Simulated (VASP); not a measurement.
# AlN (gw) (F-43m) in VASP: G0W0 quasiparticle levels with PBEsol

Aim: the G0W0 quasiparticle levels of AlN (gw) with PBEsol.

Program: VASP 6.6.1. These are calculated values, not measurements. Logs are shortened: lines on timing, memory, paths and dates and some standing lists are left out, and cuts for length are marked.

## 1. The cell of the first run

The structure is cubic, space group F-43m (No. 216). The conventional cell has a = 4.334 Å, b = 4.334 Å, c = 4.334 Å, α = 90.00°, β = 90.00°, γ = 90.00°. Al (site symmetry -43m) has 4 N at 1.88 Å within 2.5 Å. Within 2.5 Å of N (site symmetry -43m) lie 4 Al at 1.88 Å.

## 2. G0W0 quasiparticle levels, PBEsol

File POSCAR:

```
AlN
1.0
    0.0000000000      2.1668030047      2.1668030047
    2.1668030047      0.0000000000      2.1668030047
    2.1668030047      2.1668030047      0.0000000000
Al N
1 1
Direct
    0.0000000000      0.0000000000      0.0000000000
    0.2500000000      0.2500000000      0.2500000000
```

File INCAR.step1:

```
ALGO     = Normal         # electronic algorithm
EDIFF    = 1E-8           # SCF threshold, eV
ENCUT    = 500            # plane-wave cutoff, eV
GGA      = PS             # functional
ISMEAR   = 0              # smearing method
LASPH    = T              # aspherical terms in the spheres
LCHARG   = F              # write CHGCAR
LREAL    = F              # projectors in reciprocal space
LWAVE    = T              # write WAVECAR
NELM     = 100            # most SCF steps
PREC     = Accurate       # precision mode
SIGMA    = 0.01           # smearing width, eV
```

File INCAR.step2:

```
ALGO     = Exact          # electronic algorithm
EDIFF    = 1E-8           # SCF threshold, eV
ENCUT    = 500            # plane-wave cutoff, eV
GGA      = PS             # functional
ISMEAR   = 0              # smearing method
ISTART   = 1            
LASPH    = T              # aspherical terms in the spheres
LCHARG   = F              # write CHGCAR
LOPTICS  = T              # frequency-dependent dielectric function
LREAL    = F              # projectors in reciprocal space
LWAVE    = T              # write WAVECAR
NBANDS   = 50             # bands
NELM     = 1              # most SCF steps
PREC     = Accurate       # precision mode
SIGMA    = 0.01           # smearing width, eV
```

File INCAR.step3:

```
ALGO     = EVGW0          # electronic algorithm
EDIFF    = 1E-8           # SCF threshold, eV
ENCUT    = 500            # plane-wave cutoff, eV
ENCUTGW  = 100.0          # cutoff of the response function
GGA      = PS             # functional
ISMEAR   = 0              # smearing method
ISTART   = 1            
LASPH    = T              # aspherical terms in the spheres
LCHARG   = F              # write CHGCAR
LREAL    = F              # projectors in reciprocal space
LWAVE    = F              # write WAVECAR
NBANDS   = 50             # bands
NBANDSGW = 12           
NELMGW   = 1            
NOMEGA   = 48             # frequency points
PREC     = Accurate       # precision mode
PRECFOCK = Fast         
SIGMA    = 0.01           # smearing width, eV
```

File KPOINTS:

```
k-points
0
Gamma
  6 6 6
```

Potentials or basis: VASP PAW PBE potentials, release 64 (Al_GW, N_GW).

Run with:

```sh
cat potpaw_PBE.64/Al_GW/POTCAR potpaw_PBE.64/N_GW/POTCAR > POTCAR
cp INCAR.step1 INCAR
mpirun -np 1 vasp_std > vasp.out
cp INCAR.step2 INCAR
mpirun -np 1 vasp_std > vasp.out
cp INCAR.step3 INCAR
mpirun -np 1 vasp_std > vasp.out
```

OUTCAR:

```text
EDIFF = 1E-8
   ENCUT = 500
   ENCUTGW = 100.0
   GGA = PS
   ISMEAR = 0
   ISTART = 1
   LASPH = T
   LREAL = F
   NELMGW = 1
   PREC = Accurate
   PRECFOCK = Fast

 ion  position               nearest neighbor table
   1  0.000  0.000  0.000-   2 1.88   2 1.88   2 1.88   2 1.88
   2  0.250  0.250  0.250-   1 1.88   1 1.88   1 1.88   1 1.88

  LATTYP: Found a face centered cubic cell.
 ALAT       =     4.3336060094

  Lattice vectors:

 A1 = (   0.0000000000,   2.1668030047,   2.1668030047)
 A2 = (   2.1668030047,   0.0000000000,   2.1668030047)
 A3 = (   2.1668030047,   2.1668030047,   0.0000000000)

Analysis of symmetry for initial positions (statically):
=====================================================================
 Subroutine PRICEL returns:
 Original cell was already a primitive cell.

 Routine SETGRP: Setting up the symmetry group for a
 face centered cubic supercell.

 Subroutine GETGRP returns: Found 24 space group operations
 (whereof 24 operations were pure point group operations)
 out of a pool of 48 trial point group operations.

The static configuration has the point symmetry T_d .

Analysis of symmetry for dynamics (positions and initial velocities):
=====================================================================
 Subroutine PRICEL returns:
 Original cell was already a primitive cell.

 Routine SETGRP: Setting up the symmetry group for a
 face centered cubic supercell.

 Subroutine GETGRP returns: Found 24 space group operations
 (whereof 24 operations were pure point group operations)
 out of a pool of 48 trial point group operations.

The dynamic configuration has the point symmetry T_d .

 Subroutine INISYM returns: Found 24 space group operations
 (whereof 24 operations are pure point group operations),
 and found     1 'primitive' translations

----------------------------------------------------------------------------------------

                                     Primitive cell

  volume of cell :      20.3464

  direct lattice vectors                    reciprocal lattice vectors
     0.000000000  2.166803005  2.166803005    -0.230754710  0.230754710  0.230754710
     2.166803005  0.000000000  2.166803005     0.230754710 -0.230754710  0.230754710
     2.166803005  2.166803005  0.000000000     0.230754710  0.230754710 -0.230754710

  length of vectors
     3.064322196  3.064322196  3.064322196     0.399678883  0.399678883  0.399678883

  position of ions in fractional coordinates (direct lattice)
     0.000000000  0.000000000  0.000000000
     0.250000000  0.250000000  0.250000000

  ion indices of the primitive-cell ions
   primitive index   ion index
                 1           1
                 2           2

----------------------------------------------------------------------------------------

 KPOINTS: k-points

Automatic generation of k-mesh.
 Grid dimensions read from file:
 generate k-points for:    6    6    6

 Generating k-lattice:

  Cartesian coordinates                     Fractional coordinates (reciprocal lattice)
    -0.038459118  0.038459118  0.038459118     0.166666667  0.000000000  0.000000000
     0.038459118 -0.038459118  0.038459118     0.000000000  0.166666667  0.000000000
     0.038459118  0.038459118 -0.038459118     0.000000000  0.000000000  0.166666667

  Length of vectors
     0.066613147  0.066613147  0.066613147

  Shift w.r.t. Gamma in fractional coordinates (k-lattice)
     0.000000000  0.000000000  0.000000000

 Subroutine IBZKPT returns following result:
 ===========================================

 Found     16 irreducible k-points:

 Following reciprocal coordinates:
            Coordinates               Weight
  0.000000  0.000000  0.000000      1.000000
  0.166667  0.000000  0.000000      8.000000
  0.333333  0.000000  0.000000      8.000000
  0.500000  0.000000  0.000000      4.000000
  0.166667  0.166667  0.000000      6.000000
  0.333333  0.166667  0.000000     24.000000
[... 8 lines left out ...]
 -0.333333  0.333333  0.166667     24.000000
 -0.333333  0.500000  0.166667     12.000000
   k-points           NKPTS =     16   k-points in BZ     NKDIM =    216   number of bands    NBANDS=     50
   number of dos      NEDOS =    301   number of ions     NIONS =      2
   total plane-waves  NPLWV =  13824
   dimension x,y,z NGX =    24 NGY =   24 NGZ =   24
   dimension x,y,z NGXF=    48 NGYF=   48 NGZF=   48
   ions per type =               1   1
   NGX,Y,Z   is equivalent  to a cutoff of  13.02, 13.02, 13.02 a.u.
   NGXF,Y,Z  is equivalent  to a cutoff of  26.04, 26.04, 26.04 a.u.
 SYSTEM =  unknown system
   PREC   = accura    normal or accurate (medium, high low for compatibility)
   ISTART =      1    job   : 0-new  1-cont  2-samecut
   ICHARG =      0    charge: 1-file 2-atom 10-const
   ISPIN  =      1    spin polarized calculation?
   LNONCOLLINEAR =      F non collinear calculations
   LSORBIT =      F    spin-orbit coupling
   LASPH  =      T    aspherical Exc in radial PAW
   ENCUT  =  500.0 eV  36.75 Ry    6.06 a.u.   5.59  5.59  5.59*2*pi/ulx,y,z
   NELM   =     60;   NELMIN=  2; NELMDL=  0     # of ELM steps
   EDIFF  = 0.1E-07   stopping-criterion for ELM
   LREAL  =      F    real-space projection
   EDIFFG = 0.1E-06   stopping-criterion for IOM
   NSW    =      0    number of steps for IOM
   IBRION =     -1    ionic relax: 0-MD 1-quasi-New 2-CG
   NFREE  =      0    steps in history (QN), initial steepest desc. (CG)
   ISIF   =      0    stress and relaxation
   ISYM   =      3    0-nonsym 1-usesym 2-fastsym
   POTIM  = 0.5000    time-step for ionic-motion
   TEBEG  =    0.0;   TEEND  =   0.0 temperature during run
   PSTRESS=    0.0 pullay stress
   NELECT =       8.0000    total number of electrons
   NUPDOWN=      -1.0000    fix difference up-down
   EMIN   =  10.00;   EMAX   =-10.00  energy-range for DOS
   EFERMI =   0.00;   METHOD = LEGACY
   ISMEAR =     0;   SIGMA  =   0.01  broadening in eV -4-tet -1-fermi 0-gaus
   EFERMI_NEDOS =   21; number of points for ismear=-14 and -15
   IALGO  =     38    algorithm
   IMIX   =      4    mixing-type and parameters
     AMIX     =   0.40;   BMIX     =  1.00
     AMIX_MAG =   1.60;   BMIX_MAG =  1.00
  volume/ion in A,a.u.               =      10.17        68.65
  Fermi-wavevector in a.u.,A,eV,Ry     =   1.199339  2.266423 19.570821  1.438415
  Thomas-Fermi vector in A             =   2.335205
   LORBIT       =      0    0 simple, 1 ext, 2 COOP (PROOUT), +10 PAW based schemes
   GGA     = PS    functional components
   LHFCALC =     T    Hartree Fock is set to
   PRECFOCK=fast      Normal, Fast or Accurate (Low or Medium for compatibility)
   ENCUT4O =  -1.0   cutoff for four orbital integrals eV
   NKREDX  =     1    reduce k-point grid by
   NKREDY  =     1    reduce k-point grid by
   NKREDZ  =     1    reduce k-point grid by
   AEXX    =    1.0000 exact exchange contribution
   HFSCREEN=    0.0000 screening length (either q_TF or 0.3 A-1)
   HFSCREENC=   0.0000 screening length for correlation (either q_TF or 0.3 A-1)
   ENCUTFOCK=  -1.0 apply spherical cutoff to Coloumb kernel
   IVDW    =     0    specifies the selected vdW correction
   LEPSILON=     F    determine dielectric tensor
   LRPA    =     F    only Hartree local field effects (RPA)
   LRPAFORCE           =     F    calculate RPA forces
   ENCUTGW             = 100.0    cutoff for response function in eV
   ENCUTGWSOFT         =  80.0    soft cutoff for Coulomb kernel in GW response function in eV
   ENCUTLF             =  -1.0    cutoff for local field effects
   NELMGW              =     1    number of iterations in solving QP/BSE equation
   NELMHF              =     1    number of iterations in the inner HF iteration
   NKREDLFX            =     1    NKREDLFY  =   1   NKREDLFZ  =   1
 non-spin polarized calculation
 Gauss-broadening in eV      SIGMA  =   0.01
  energy-cutoff  :      500.00
  volume of cell :       20.35
 maximum number of plane-waves:       531
 NGX is ok and might be reduce to    24
  NGX = 14; NGY = 14; NGZ = 14
   NGX = 11   NGY = 11   NGZ = 11
 maximum number of plane-waves:        59
 NGX is ok and might be reduce to    14

 QP shifts <psi_nk| G(iteration)W_0 |psi_nk>: iteration 1
 for sc-GW calculations column KS-energies equals QP-energies in previous step
 and V_xc(KS)=  KS-energies - (<T + V_ion + V_H > + <T+V_H+V_ion>^1  + <V_x>^1)

 k-point   1 :       0.0000    0.0000    0.0000
  band No.  KS-energies  QP-energies   sigma(KS)   V_xc(KS)     V^pw_x(r,r')   Z            occupation Imag(sigma)

      1     -10.0483     -11.3969     -16.5702     -14.7177     -24.7411       0.7280       2.0000       1.2778
      2       5.0591       4.3996     -17.5839     -16.7386     -20.8070       0.7803       2.0000       0.0811
      3       5.0591       4.3996     -17.5839     -16.7386     -20.8070       0.7803       2.0000       0.0811
      4       5.0591       4.3996     -17.5839     -16.7386     -20.8070       0.7803       2.0000       0.0811
      5       9.3949      10.2990     -11.6040     -12.7207      -7.9361       0.8097       0.0000      -0.0727
      6      17.7477      18.9619      -9.0324     -10.5458      -4.1086       0.8023       0.0000      -0.1350
      7      17.7477      18.9619      -9.0324     -10.5458      -4.1086       0.8023       0.0000      -0.1350
      8      17.7477      18.9619      -9.0324     -10.5458      -4.1086       0.8023       0.0000      -0.1350
      9      22.8380      24.1131      -9.1133     -10.7161      -3.7464       0.7956       0.0000      -0.2938
     10      22.8380      24.1131      -9.1133     -10.7161      -3.7464       0.7956       0.0000      -0.2938
     11      24.2273      25.0152      -8.9777      -9.9788      -2.6300       0.7871       0.0000      -0.7982
     12      24.2273      25.0152      -8.9777      -9.9788      -2.6300       0.7871       0.0000      -0.7982

 k-point   2 :       0.1667    0.0000    0.0000
  band No.  KS-energies  QP-energies   sigma(KS)   V_xc(KS)     V^pw_x(r,r')   Z            occupation Imag(sigma)

      1      -9.6346     -10.9521     -16.7366     -14.9141     -24.8426       0.7229       2.0000       1.2164
      2       3.1749       2.3340     -16.2982     -15.2048     -19.6538       0.7691       2.0000       0.0982
      3       4.9247       4.2455     -17.5091     -16.6378     -20.7569       0.7796       2.0000       0.0820
      4       4.9247       4.2455     -17.5091     -16.6378     -20.7569       0.7796       2.0000       0.0820
      5      10.8110      11.8385     -12.1424     -13.4255      -8.3577       0.8008       0.0000      -0.0783
      6      16.8293      18.0460      -9.6570     -11.1820      -4.7713       0.7979       0.0000      -0.1400
      7      17.9085      19.1057      -9.0971     -10.5968      -4.0693       0.7983       0.0000      -0.1581
      8      17.9085      19.1057      -9.0971     -10.5968      -4.0693       0.7983       0.0000      -0.1581
      9      20.9941      22.0920      -8.8340     -10.2170      -3.5139       0.7938       0.0000      -0.2712
     10      20.9941      22.0920      -8.8340     -10.2170      -3.5139       0.7938       0.0000      -0.2712
     11      22.7690      23.5244      -8.4010      -9.3522      -2.3936       0.7941       0.0000      -0.5882
     12      27.8512      29.0179      -9.3902     -10.8391      -2.9118       0.8052       0.0000      -0.9684
[... 196 lines left out ...]
      1      -7.3658      -8.6164     -18.2958     -16.5741     -26.1049       0.7264       2.0000       0.9012
      2       0.3027      -0.7489     -14.6743     -13.2523     -18.6424       0.7396       2.0000       0.1726
      3       2.0460       1.0765     -15.7441     -14.4679     -19.4149       0.7598       2.0000       0.1221
      4       3.3577       2.4965     -16.1893     -15.0723     -19.5319       0.7711       2.0000       0.0955
      5      11.5064      12.4845     -10.4173     -11.6381      -6.3493       0.8012       0.0000      -0.0910
      6      15.2283      16.3930     -10.3497     -11.8108      -5.6790       0.7972       0.0000      -0.1199
      7      17.2620      18.6572     -11.2212     -13.0058      -6.1485       0.7818       0.0000      -0.1696
      8      18.3068      19.6186     -10.5013     -12.1783      -5.1210       0.7822       0.0000      -0.2279
      9      22.0923      23.2540      -9.2975     -10.8027      -3.3120       0.7717       0.0000      -0.3691
     10      23.7736      24.8908      -9.3936     -10.8269      -3.3195       0.7794       0.0000      -0.4903
     11      29.3228      30.5701      -9.2398     -10.8154      -2.7465       0.7916       0.0000      -0.9418
     12      30.4600      32.0852     -10.1055     -12.1383      -3.8372       0.7995       0.0000      -0.8993

 k-point  16 :      -0.3333    0.5000    0.1667
  band No.  KS-energies  QP-energies   sigma(KS)   V_xc(KS)     V^pw_x(r,r')   Z            occupation Imag(sigma)

      1      -7.1755      -8.4181     -18.4438     -16.7309     -26.2305       0.7255       2.0000       0.8765
      2       0.6399      -0.3969     -15.1425     -13.7458     -19.1416       0.7423       2.0000       0.1645
      3       2.1966       1.2283     -15.7893     -14.5170     -19.4203       0.7610       2.0000       0.1178
      4       2.4654       1.5326     -15.2974     -14.0815     -18.6306       0.7672       2.0000       0.1050
      5      10.2462      11.1290     -10.3112     -11.4015      -6.5487       0.8096       0.0000      -0.0787
      6      15.4141      16.6065      -9.9564     -11.4340      -5.4483       0.8070       0.0000      -0.1048
      7      18.1806      19.3109      -9.8214     -11.2593      -4.3184       0.7861       0.0000      -0.2545
      8      18.3111      19.8885     -12.2880     -14.3463      -6.8572       0.7664       0.0000      -0.2123
      9      21.8254      23.0651     -10.3193     -11.9687      -4.0321       0.7516       0.0000      -0.4158
     10      25.4112      26.5602      -9.1925     -10.6663      -2.9990       0.7797       0.0000      -0.5588
     11      30.0369      31.6466     -10.7160     -12.7563      -4.0393       0.7889       0.0000      -1.0138
     12      31.0723      32.7705     -10.4735     -12.6038      -4.1802       0.7971       0.0000      -0.9540
```

It took 76 s on 1 thread of Intel Xeon 6975P-C (Granite Rapids), shared host; peak memory 0.27 GiB.

What came out:

- Band gap on the k mesh, mean-field level: 3.20 eV, indirect (least direct gap 4.34 eV)
- Quasiparticle gap: 4.54 eV
- Least direct quasiparticle gap: 5.90 eV

Levels at points of the mesh, in eV from the valence-band top:
| k point | band 1 | band 2 | band 3 | band 4 | band 5 | band 6 | band 7 | band 8 |
| --- | --- | --- | --- | --- | --- | --- | --- | --- |
| (0.00, 0.00, 0.00) | -15.11 | 0.00 | 0.00 | 0.00 | 4.34 | 12.69 | 12.69 | 12.69 |
| (0.50, 0.00, 0.00) | -12.95 | -6.02 | -0.49 | -0.49 | 7.49 | 9.93 | 11.18 | 11.18 |
| (0.50, 0.50, 0.00) | -12.28 | -5.03 | -1.82 | -1.82 | 3.20 | 8.62 | 14.20 | 15.91 |

Caveat: bands, screening cutoff and mesh are small and nothing is extrapolated, so the quasiparticle values aren't converged. A k mesh can miss the band edges.
